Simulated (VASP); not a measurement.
# AlNi3 (Fm-3m) in VASP: notebook

AlNi3 is run at these levels: PBEsol; tasks: single point.

Everything below comes from runs of VASP 6.6.1. Logs are shortened: lines on timing, memory, paths and dates and some standing lists are left out, and cuts for length are marked.

### Step 1. The cell of the first run

Symmetry: Fm-3m, No. 225, cubic system. The conventional cell has a = 5.604 Å, b = 5.604 Å, c = 5.604 Å, α = 90.00°, β = 90.00°, γ = 90.00°. Al (site symmetry m-3m) has 14 Ni at 2.43 to 2.80 Å within 3.2 Å. Within 3.2 Å of Ni (site symmetry -43m) lie 4 Al at 2.43 Å and 10 Ni at 2.43 to 2.80 Å. Ni (site symmetry m-3m) has 8 Ni at 2.43 Å and 6 Al at 2.80 Å within 3.2 Å.

### Step 2. Single point, PBEsol

The input, INCAR:

```
ALGO     = Fast           # electronic algorithm
EDIFF    = 1E-7           # SCF threshold, eV
ENCUT    = 520            # plane-wave cutoff, eV
GGA      = PS             # functional
ISIF     = 2              # what is computed and relaxed
ISMEAR   = 0              # smearing method
LASPH    = T              # aspherical terms in the spheres
LCHARG   = F              # write CHGCAR
LREAL    = F              # projectors in reciprocal space
LWAVE    = F              # write WAVECAR
NBANDS   = 24             # bands
NELM     = 80             # most SCF steps
PREC     = Accurate       # precision mode
SIGMA    = 0.1            # smearing width, eV
```

The input, KPOINTS:

```
k-points
0
Gamma
  14 14 14
```

The input, POSCAR:

```
AlNi3
1.0
    0.0000000000      2.8018887551      2.8018887551
    2.8018887551      0.0000000000      2.8018887551
    2.8018887551      2.8018887551      0.0000000000
Al Ni
1 3
Direct
    0.5000000000      0.5000000000      0.5000000000
    0.2500000000      0.2500000000      0.2500000000
    0.0000000000      0.0000000000      0.0000000000
    0.7500000000      0.7500000000      0.7500000000
```

Potentials or basis: VASP PAW PBE potentials, release 64 (Al, Ni).

Command:

```
> cat potpaw_PBE.64/Al/POTCAR potpaw_PBE.64/Ni/POTCAR > POTCAR
> mpirun -np 1 vasp_std > vasp.out
```

OUTCAR:

```text
EDIFF = 1E-7
   ENCUT = 520
   GGA = PS
   ISIF = 2
   ISMEAR = 0
   LASPH = T
   LREAL = F
   NELM = 80
   PREC = Accurate

 ion  position               nearest neighbor table
   1  0.500  0.500  0.500-   2 2.43   4 2.43   2 2.43   2 2.43   4 2.43   2 2.43   4 2.43   4 2.43
                             3 2.80   3 2.80   3 2.80   3 2.80   3 2.80   3 2.80
   2  0.250  0.250  0.250-   3 2.43   1 2.43   3 2.43   1 2.43   3 2.43   3 2.43   1 2.43   1 2.43
                             4 2.80   4 2.80   4 2.80   4 2.80   4 2.80   4 2.80
   3  0.000  0.000  0.000-   4 2.43   2 2.43   4 2.43   2 2.43   4 2.43   4 2.43   2 2.43   2 2.43
                             1 2.80   1 2.80   1 2.80   1 2.80   1 2.80   1 2.80
   4  0.750  0.750  0.750-   1 2.43   3 2.43   1 2.43   1 2.43   3 2.43   1 2.43   3 2.43   3 2.43
                             2 2.80   2 2.80   2 2.80   2 2.80   2 2.80   2 2.80

  LATTYP: Found a face centered cubic cell.
 ALAT       =     5.6037775102

  Lattice vectors:

 A1 = (   0.0000000000,   2.8018887551,   2.8018887551)
 A2 = (   2.8018887551,   0.0000000000,   2.8018887551)
 A3 = (   2.8018887551,   2.8018887551,   0.0000000000)

Analysis of symmetry for initial positions (statically):
=====================================================================
 Subroutine PRICEL returns:
 Original cell was already a primitive cell.

 Routine SETGRP: Setting up the symmetry group for a
 face centered cubic supercell.

 Subroutine GETGRP returns: Found 48 space group operations
 (whereof 48 operations were pure point group operations)
 out of a pool of 48 trial point group operations.

The static configuration has the point symmetry O_h .

Analysis of symmetry for dynamics (positions and initial velocities):
=====================================================================
 Subroutine PRICEL returns:
 Original cell was already a primitive cell.

 Routine SETGRP: Setting up the symmetry group for a
 face centered cubic supercell.

 Subroutine GETGRP returns: Found 48 space group operations
 (whereof 48 operations were pure point group operations)
 out of a pool of 48 trial point group operations.

The dynamic configuration has the point symmetry O_h .

 Subroutine INISYM returns: Found 48 space group operations
 (whereof 48 operations are pure point group operations),
 and found     1 'primitive' translations

[... 97 lines left out ...]
   NELM   =     80;   NELMIN=  2; NELMDL= -5     # of ELM steps
   EDIFF  = 0.1E-06   stopping-criterion for ELM
   LREAL  =      F    real-space projection
   EDIFFG = 0.1E-05   stopping-criterion for IOM
   NSW    =      0    number of steps for IOM
   IBRION =     -1    ionic relax: 0-MD 1-quasi-New 2-CG
   NFREE  =      0    steps in history (QN), initial steepest desc. (CG)
   ISIF   =      2    stress and relaxation
   ISYM   =      2    0-nonsym 1-usesym 2-fastsym
   POTIM  = 0.5000    time-step for ionic-motion
   TEBEG  =    0.0;   TEEND  =   0.0 temperature during run
   PSTRESS=    0.0 pullay stress
   NELECT =      33.0000    total number of electrons
   NUPDOWN=      -1.0000    fix difference up-down
   EMIN   =  10.00;   EMAX   =-10.00  energy-range for DOS
   EFERMI =   0.00;   METHOD = LEGACY
   ISMEAR =     0;   SIGMA  =   0.10  broadening in eV -4-tet -1-fermi 0-gaus
   EFERMI_NEDOS =   21; number of points for ismear=-14 and -15
   IALGO  =     68    algorithm
   IMIX   =      4    mixing-type and parameters
     AMIX     =   0.40;   BMIX     =  1.00
     AMIX_MAG =   1.60;   BMIX_MAG =  1.00
  volume/ion in A,a.u.               =      11.00        74.22
  Fermi-wavevector in a.u.,A,eV,Ry     =   1.487483  2.810935 30.104316  2.212605
  Thomas-Fermi vector in A             =   2.600638
   LORBIT       =      0    0 simple, 1 ext, 2 COOP (PROOUT), +10 PAW based schemes
   GGA     = PS    functional components
   LHFCALC =     F    Hartree Fock is set to
   AEXX    =    0.0000 exact exchange contribution
   IVDW    =     0    specifies the selected vdW correction
   LEPSILON=     F    determine dielectric tensor
   LRPA    =     F    only Hartree local field effects (RPA)
 non-spin polarized calculation
 RMM-DIIS sequential band-by-band and
 Gauss-broadening in eV      SIGMA  =   0.10
  energy-cutoff  :      520.00
  volume of cell :       43.99
 maximum number of plane-waves:      1243
 NGX is ok and might be reduce to    30
   NGX = 15   NGY = 15   NGZ = 15

 number of electron      33.0000016 magnetization

 Free energy of the ion-electron system (eV)
  ---------------------------------------------------
  ext. energy  EPLUGINS =         0.00000000
  ---------------------------------------------------
  free energy    TOTEN  =       -24.07653527 eV

  energy without entropy =      -24.06336559  energy(sigma->0) =      -24.06995043

 E-fermi :   9.8028     XC(G=0): -12.9631

 val. band max:        9.7985358628   @ k =  -0.2857   0.5000   0.2143
 cond. band min:       9.8182574801   @ k =  -0.4286   0.4286   0.0714
 fundamental gap:      0.0197216173
 Fermi energy:         9.8027647384

 k-point     1 :       0.0000    0.0000    0.0000
  band No.  band energies     occupation
      1      -0.4038      2.00000
      2       6.1941      2.00000
      3       6.1941      2.00000
      4       6.3192      2.00000
      5       6.3192      2.00000
      6       6.3192      2.00000
[... 637 lines left out ...]
     23      17.5364      0.00000
     24      19.5354      0.00000

 [... further k-points ...]

------------------------ aborting loop because EDIFF is reached ----------------------------------------

  FORCE on cell =-STRESS in cart. coord.  units (eV):
  Direction    XX          YY          ZZ          XY          YZ          ZX
  --------------------------------------------------------------------------------------
  -------------------------------------------------------------------------------------
  Total       -0.1590525     -0.1590525     -0.1590525     -0.0000000     -0.0000000      0.0000000
  in kB       -5.7925326     -5.7925326     -5.7925326     -0.0000000     -0.0000000      0.0000000
  external PRESSURE =      -5.7925326 kB  Pullay stress =       0.0000000 kB

 VOLUME and BASIS-vectors are now :
 -----------------------------------------------------------------------------
  energy-cutoff  :      520.00
  volume of cell :       43.99
      direct lattice vectors                 reciprocal lattice vectors
     0.000000000  2.801888755  2.801888755    -0.178451053  0.178451053  0.178451053
     2.801888755  0.000000000  2.801888755     0.178451053 -0.178451053  0.178451053
     2.801888755  2.801888755  0.000000000     0.178451053  0.178451053 -0.178451053

 POSITION                                       TOTAL-FORCE (eV/Angst)
 -----------------------------------------------------------------------------------
      2.80189      2.80189      2.80189        -0.000000     -0.000000     -0.000000
      1.40094      1.40094      1.40094        -0.000000      0.000000     -0.000000
      0.00000      0.00000      0.00000        -0.000000     -0.000000     -0.000000
      4.20283      4.20283      4.20283         0.000000      0.000000      0.000000
 -----------------------------------------------------------------------------------
    total drift:                                0.000000     -0.000000      0.000000

  FREE ENERGIE OF THE ION-ELECTRON SYSTEM (eV)
  ---------------------------------------------------
  free  energy   TOTEN  =       -24.0765352702 eV

  energy  without entropy=      -24.0633655911  energy(sigma->0) =      -24.06995043
```

stdout:

```text
POSCAR found type information on POSCAR AlNi
 POSCAR found :  2 types and       4 ions
 scaLAPACK will be used
 -----------------------------------------------------------------------------
|                                                                             |
|                                                                             |
|     You enforced a specific xc type in the INCAR file but a different       |
|     I HOPE YOU KNOW WHAT YOU ARE DOING!                                     |
|                                                                             |
 -----------------------------------------------------------------------------

 LDA part: xc-table for (Slater+PW92), standard interpolation
 POSCAR, INCAR and KPOINTS ok, starting setup
 FFT: planning ... GRIDC
 FFT: planning ... GRID_SOFT
 FFT: planning ... GRID
 WAVECAR not read
 entering main loop
```

Run time: 86 s. Hardware: 1 thread of Intel Xeon 6975P-C (Granite Rapids), shared host; peak memory 0.23 GiB.

Results:

- Free energy: -24.0765 eV
- Pressure: -0.6 GPa
- Band gap on the k mesh: zero (an odd number of electrons rules out a gap without spin polarisation)

Caveat: the PAW data sets were made with another functional, which shifts forces and pressure a little. Spin polarisation is off, so any magnetic state and its effect on volume and gap are missing.

### Step 3. Single point, PBEsol (11.29 Å³/atom)

This run uses another cell than the first one, of 11.29 Å³/atom.

The input, INCAR:

```
ALGO = Fast
EDIFF = 1E-6
ENCUT = 520
GGA = PS
ISIF = 2
ISMEAR = 0
LASPH = True
LCHARG = False
LREAL = False
LWAVE = False
NBANDS = 24
NELM = 80
PREC = Accurate
SIGMA = 0.1
```

KPOINTS is that of step 2.

The input, POSCAR:

```
AlNi3
1.0
    0.0000000000      2.8261166767      2.8261166767
    2.8261166767      0.0000000000      2.8261166767
    2.8261166767      2.8261166767      0.0000000000
Al Ni
1 3
Direct
    0.5000000000      0.5000000000      0.5000000000
    0.2500000000      0.2500000000      0.2500000000
    0.0000000000      0.0000000000      0.0000000000
    0.7500000000      0.7500000000      0.7500000000
```

Potentials or basis: VASP PAW PBE potentials, release 64 (Al, Ni).

Command:

```
> cat potpaw_PBE.64/Al/POTCAR potpaw_PBE.64/Ni/POTCAR > POTCAR
> mpirun -np 1 vasp_std > vasp.out
```

Run time: 73 s. Hardware: 1 thread of Intel Xeon 6975P-C (Granite Rapids), shared host; peak memory 0.23 GiB.

Results (log left out):

```
Free energy            : -24.0543 eV
Pressure               : -5.4 GPa
Band gap on the k mesh : zero (an odd number of electrons rules out a gap without spin polarisation)
```

Levels at points of the mesh, in eV from the Fermi level:
```tsv
k point	band 14	band 15	band 16	band 17	band 18	band 19
(0.00, 0.00, 0.00)	-0.54	-0.49	-0.49	5.37	5.37	5.37
(0.50, 0.00, 0.00)	-0.62	-0.46	-0.46	-0.14	4.27	4.27
(0.50, 0.50, 0.00)	-0.72	-0.57	-0.36	-0.34	-0.34	-0.04
```

Caveat: the cell stands under tension; the PAW data sets were made with another functional, which shifts forces and pressure a little. Spin polarisation is off, so any magnetic state and its effect on volume and gap are missing.

The gap in the log of VASP goes by the Fermi energy; the results here count the filled bands.